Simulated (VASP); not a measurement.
# BN (Fm-3m) in VASP: further runs

Aim: see how the results for BN move with the level of theory and the settings. Levels: r2SCAN, HSE06, PBE-based screened hybrid. Tasks: single point.

All numbers are computed with VASP 6.6.1; they aren't measurements. Logs are shortened: lines on timing, memory, paths and dates and some standing lists are left out, and cuts for length are marked.

## Step 1: The cell of the first run

The structure is cubic, space group Fm-3m (No. 225). The conventional cell has a = 3.492 Å, b = 3.492 Å, c = 3.492 Å, α = 90.00°, β = 90.00°, γ = 90.00°. Within 2.3 Å of B (site symmetry m-3m) lie 6 N at 1.75 Å. N (site symmetry m-3m) has 6 B at 1.75 Å within 2.3 Å.

## Step 2: Single point, r2SCAN

Input file POSCAR:

```
BN
1.0
    0.0000000000      1.7458259350      1.7458259350
    1.7458259350      0.0000000000      1.7458259350
    1.7458259350      1.7458259350      0.0000000000
B N
1 1
Direct
    0.0000000000      0.0000000000      0.0000000000
    0.5000000000      0.5000000000      0.5000000000
```

Input file INCAR.step1:

```
PREC = Accurate
ENCUT = 520
ISMEAR = 1
SIGMA = 0.05
LREAL = False
LASPH = True
NELM = 60
NBANDS = 11
GGA = PE
ALGO = Normal
EDIFF = 1E-4
LWAVE = True
LCHARG = False
```

Input file INCAR.step2:

```
PREC = Accurate
ENCUT = 520
EDIFF = 1E-6
ISMEAR = 1
SIGMA = 0.05
LREAL = False
LASPH = True
NELM = 60
ALGO = Normal
ISIF = 2
LWAVE = False
LCHARG = True
METAGGA = R2SCAN
LMIXTAU = True
LELF = True
LVHAR = True
NBANDS = 11
ISTART = 1
```

Input file KPOINTS:

```
Automatic mesh
0
Gamma
  8 8 8
```

Potentials or basis: VASP PAW PBE potentials, release 64 (B, N).

Run with:

```sh
$ cat potpaw_PBE.64/B/POTCAR potpaw_PBE.64/N/POTCAR > POTCAR
$ cp INCAR.step1 INCAR
$ mpirun -np 1 vasp_std > vasp.out
$ cp INCAR.step2 INCAR
$ mpirun -np 1 vasp_std > vasp.out
```

OUTCAR:

```text
PREC = Accurate
   ENCUT = 520
   EDIFF = 1E-6
   ISMEAR = 1
   LREAL = False
   LASPH = True
   NELM = 60
   ISIF = 2
   METAGGA = R2SCAN
   ISTART = 1

 ion  position               nearest neighbor table
   1  0.000  0.000  0.000-   2 1.75   2 1.75   2 1.75   2 1.75   2 1.75   2 1.75
   2  0.500  0.500  0.500-   1 1.75   1 1.75   1 1.75   1 1.75   1 1.75   1 1.75

  LATTYP: Found a face centered cubic cell.
 ALAT       =     3.4916518700

  Lattice vectors:

 A1 = (   0.0000000000,   1.7458259350,   1.7458259350)
 A2 = (   1.7458259350,   0.0000000000,   1.7458259350)
 A3 = (   1.7458259350,   1.7458259350,   0.0000000000)

Analysis of symmetry for initial positions (statically):
=====================================================================
 Subroutine PRICEL returns:
 Original cell was already a primitive cell.

 Routine SETGRP: Setting up the symmetry group for a
 face centered cubic supercell.

 Subroutine GETGRP returns: Found 48 space group operations
 (whereof 48 operations were pure point group operations)
 out of a pool of 48 trial point group operations.

The static configuration has the point symmetry O_h .

Analysis of symmetry for dynamics (positions and initial velocities):
=====================================================================
 Subroutine PRICEL returns:
 Original cell was already a primitive cell.

 Routine SETGRP: Setting up the symmetry group for a
 face centered cubic supercell.

 Subroutine GETGRP returns: Found 48 space group operations
 (whereof 48 operations were pure point group operations)
 out of a pool of 48 trial point group operations.

The dynamic configuration has the point symmetry O_h .

 Subroutine INISYM returns: Found 48 space group operations
 (whereof 48 operations are pure point group operations),
 and found     1 'primitive' translations

----------------------------------------------------------------------------------------

                                     Primitive cell

  volume of cell :      10.6422

  direct lattice vectors                    reciprocal lattice vectors
     0.000000000  1.745825935  1.745825935    -0.286397395  0.286397395  0.286397395
     1.745825935  0.000000000  1.745825935     0.286397395 -0.286397395  0.286397395
     1.745825935  1.745825935  0.000000000     0.286397395  0.286397395 -0.286397395

  length of vectors
     2.468970715  2.468970715  2.468970715     0.496054839  0.496054839  0.496054839

  position of ions in fractional coordinates (direct lattice)
     0.000000000  0.000000000  0.000000000
     0.500000000  0.500000000  0.500000000

  ion indices of the primitive-cell ions
   primitive index   ion index
                 1           1
                 2           2

----------------------------------------------------------------------------------------

 KPOINTS: Automatic mesh

Automatic generation of k-mesh.
 Grid dimensions read from file:
 generate k-points for:    8    8    8

 Generating k-lattice:

  Cartesian coordinates                     Fractional coordinates (reciprocal lattice)
    -0.035799674  0.035799674  0.035799674     0.125000000  0.000000000  0.000000000
     0.035799674 -0.035799674  0.035799674     0.000000000  0.125000000  0.000000000
     0.035799674  0.035799674 -0.035799674     0.000000000  0.000000000  0.125000000

  Length of vectors
     0.062006855  0.062006855  0.062006855

  Shift w.r.t. Gamma in fractional coordinates (k-lattice)
     0.000000000  0.000000000  0.000000000

 Subroutine IBZKPT returns following result:
 ===========================================

 Found     29 irreducible k-points:

 Following reciprocal coordinates:
            Coordinates               Weight
  0.000000  0.000000  0.000000      1.000000
  0.125000  0.000000  0.000000      8.000000
  0.250000  0.000000  0.000000      8.000000
  0.375000  0.000000  0.000000      8.000000
  0.500000  0.000000  0.000000      4.000000
  0.125000  0.125000  0.000000      6.000000
[... 16 lines left out ...]
  0.500000  0.250000  0.125000     48.000000
 -0.375000  0.250000  0.125000     24.000000
 [... further k-points ...]
   k-points           NKPTS =     29   k-points in BZ     NKDIM =     29   number of bands    NBANDS=     11
   number of dos      NEDOS =    301   number of ions     NIONS =      2
   total plane-waves  NPLWV =   5832
   dimension x,y,z NGX =    18 NGY =   18 NGZ =   18
   dimension x,y,z NGXF=    36 NGYF=   36 NGZF=   36
   ions per type =               1   1
   NGX,Y,Z   is equivalent  to a cutoff of  12.12, 12.12, 12.12 a.u.
   NGXF,Y,Z  is equivalent  to a cutoff of  24.24, 24.24, 24.24 a.u.
 SYSTEM =  unknown system
   PREC   = accura    normal or accurate (medium, high low for compatibility)
   ISTART =      1    job   : 0-new  1-cont  2-samecut
   ICHARG =      0    charge: 1-file 2-atom 10-const
   ISPIN  =      1    spin polarized calculation?
   LNONCOLLINEAR =      F non collinear calculations
   LSORBIT =      F    spin-orbit coupling
   LASPH  =      T    aspherical Exc in radial PAW
   ENCUT  =  520.0 eV  38.22 Ry    6.18 a.u.   4.59  4.59  4.59*2*pi/ulx,y,z
   NELM   =     60;   NELMIN=  2; NELMDL=  0     # of ELM steps
   EDIFF  = 0.1E-05   stopping-criterion for ELM
   LREAL  =      F    real-space projection
   EDIFFG = 0.1E-04   stopping-criterion for IOM
   NSW    =      0    number of steps for IOM
   IBRION =     -1    ionic relax: 0-MD 1-quasi-New 2-CG
   NFREE  =      0    steps in history (QN), initial steepest desc. (CG)
   ISIF   =      2    stress and relaxation
   ISYM   =      2    0-nonsym 1-usesym 2-fastsym
   POTIM  = 0.5000    time-step for ionic-motion
   TEBEG  =    0.0;   TEEND  =   0.0 temperature during run
   PSTRESS=    0.0 pullay stress
   NELECT =       8.0000    total number of electrons
   NUPDOWN=      -1.0000    fix difference up-down
   EMIN   =  10.00;   EMAX   =-10.00  energy-range for DOS
   EFERMI =   0.00;   METHOD = LEGACY
   ISMEAR =     1;   SIGMA  =   0.05  broadening in eV -4-tet -1-fermi 0-gaus
   EFERMI_NEDOS =   21; number of points for ismear=-14 and -15
   IALGO  =     38    algorithm
   IMIX   =      4    mixing-type and parameters
     AMIX     =   0.40;   BMIX     =  1.00
     AMIX_MAG =   1.60;   BMIX_MAG =  1.00
  volume/ion in A,a.u.               =       5.32        35.91
  Fermi-wavevector in a.u.,A,eV,Ry     =   1.488540  2.812933 30.147133  2.215752
  Thomas-Fermi vector in A             =   2.601562
   LORBIT       =      0    0 simple, 1 ext, 2 COOP (PROOUT), +10 PAW based schemes
   METAGGA = R2SCAN    functional components
   LHFCALC =     F    Hartree Fock is set to
   AEXX    =    0.0000 exact exchange contribution
   IVDW    =     0    specifies the selected vdW correction
   LEPSILON=     F    determine dielectric tensor
   LRPA    =     F    only Hartree local field effects (RPA)
 non-spin polarized calculation
 Methfessel and Paxton  Order N= 1 SIGMA  =   0.05
  energy-cutoff  :      520.00
  volume of cell :       10.64
 maximum number of plane-waves:       302
   NGX =  9   NGY =  9   NGZ =  9

 number of electron       7.9999998 magnetization

 Free energy of the ion-electron system (eV)
  ---------------------------------------------------
  ext. energy  EPLUGINS =         0.00000000
  ---------------------------------------------------
  free energy    TOTEN  =       -15.42651247 eV

  energy without entropy =      -15.42670551  energy(sigma->0) =      -15.42657682

 E-fermi :  10.2642     XC(G=0): -14.7033

 val. band max:       10.2243202023   @ k =  -0.2500   0.1250   0.0000
 cond. band min:      11.7049004621   @ k =   0.5000   0.5000   0.0000
 fundamental gap:      1.4805802599
 Fermi energy:        10.2642116022

 k-point     1 :       0.0000    0.0000    0.0000
  band No.  band energies     occupation
      1     -13.3423      2.00000
      2       9.4528      2.00000
      3       9.4528      2.00000
      4       9.4528      2.00000
      5      20.1950      0.00000
      6      23.5285      0.00000
      7      23.5286      0.00000
      8      23.5286      0.00000
      9      29.7684      0.00000
     10      29.7684      0.00000
     11      29.7684      0.00000

 k-point     2 :       0.1250    0.0000    0.0000
  band No.  band energies     occupation
      1     -12.8842      2.00000
      2       7.5673      2.00000
      3       9.4163      2.00000
      4       9.4164      2.00000
      5      20.5834      0.00000
      6      22.0065      0.00000
      7      22.0066      0.00000
      8      23.2704      0.00000
      9      29.1448      0.00000
     10      30.9223      0.00000
     11      30.9223      0.00000

 k-point     3 :       0.2500    0.0000    0.0000
  band No.  band energies     occupation
      1     -11.5419      2.00000
      2       3.5810      2.00000
      3       9.4058      2.00000
      4       9.4058      2.00000
      5      19.2464      0.00000
      6      19.2465      0.00000
      7      19.7616      0.00000
      8      24.0367      0.00000
      9      30.0272      0.00000
     10      34.0829      0.00000
     11      34.0829      0.00000

 k-point     4 :       0.3750    0.0000    0.0000
  band No.  band energies     occupation
      1      -9.4983      2.00000
      2      -0.5240      2.00000
      3       9.5303      2.00000
      4       9.5303      2.00000
      5      17.0147      0.00000
      6      17.0148      0.00000
      7      18.6951      0.00000
      8      24.8237      0.00000
      9      32.6059      0.00000
     10      38.8536      0.00000
     11      38.8537      0.00000
[... 239 lines left out ...]
 k-point    22 :       0.3750    0.2500    0.1250
  band No.  band energies     occupation
      1     -10.3490      2.00000
      2       3.7472      2.00000
      3       5.2435      2.00000
      4       8.6921      2.00000
      5      15.6278      0.00000
      6      20.6734      0.00000
      7      23.6038      0.00000
      8      23.9852      0.00000
      9      26.9035      0.00000
     10      37.4361      0.00000
     11      40.8509      0.00000

 k-point    23 :       0.5000    0.2500    0.1250
  band No.  band energies     occupation
      1      -8.3406      2.00000
      2       0.4203      2.00000
      3       4.4992      2.00000
      4       7.4593      2.00000
      5      16.0659      0.00000
      6      18.9524      0.00000
      7      23.1317      0.00000
      8      25.5503      0.00000
      9      29.3215      0.00000
     10      38.9809      0.00000
     11      40.9688      0.00000

 k-point    24 :      -0.3750    0.2500    0.1250
  band No.  band energies     occupation
      1      -6.8586      2.00000
      2      -1.7155      2.00000
      3       4.5906      2.00000
      4       6.6720      2.00000
      5      16.9709      0.00000
      6      17.7016      0.00000
      7      22.8429      0.00000
      8      26.2202      0.00000
      9      32.7582      0.00000
     10      34.5781      0.00000
     11      44.7056      0.00000

 [... further k-points ...]
[... 5 lines left out ...]
  --------------------------------------------------------------------------------------
  -------------------------------------------------------------------------------------
  Total        0.0257149      0.0257149      0.0257149     -0.0000000      0.0000000     -0.0000000
  in kB        3.8713462      3.8713462      3.8713462     -0.0000000      0.0000000     -0.0000000
  external PRESSURE =       3.8713462 kB  Pullay stress =       0.0000000 kB

 VOLUME and BASIS-vectors are now :
 -----------------------------------------------------------------------------
  energy-cutoff  :      520.00
  volume of cell :       10.64
      direct lattice vectors                 reciprocal lattice vectors
     0.000000000  1.745825935  1.745825935    -0.286397395  0.286397395  0.286397395
     1.745825935  0.000000000  1.745825935     0.286397395 -0.286397395  0.286397395
     1.745825935  1.745825935  0.000000000     0.286397395  0.286397395 -0.286397395

 POSITION                                       TOTAL-FORCE (eV/Angst)
 -----------------------------------------------------------------------------------
      0.00000      0.00000      0.00000         0.000000      0.000000      0.000000
      1.74583      1.74583      1.74583        -0.000000     -0.000000      0.000000
 -----------------------------------------------------------------------------------
    total drift:                               -0.000000     -0.000000     -0.000000

  FREE ENERGIE OF THE ION-ELECTRON SYSTEM (eV)
  ---------------------------------------------------
  free  energy   TOTEN  =       -15.4265124737 eV

  energy  without entropy=      -15.4267055107  energy(sigma->0) =      -15.42657682
```

Run time: 12 s. Hardware: 1 thread of Intel Xeon 6975P-C, shared host; peak memory 0.12 GiB.

What came out:

* Free energy: -15.4265 eV
* Pressure: 0.4 GPa
* Band gap on the k mesh: 1.48 eV, indirect (least direct gap 6.51 eV)

Caveat: the PAW data sets were made with another functional, which shifts forces and pressure a little. r2SCAN opens gaps a little over a GGA but as a rule still falls short of measured ones.

[end of part 1 of 2]
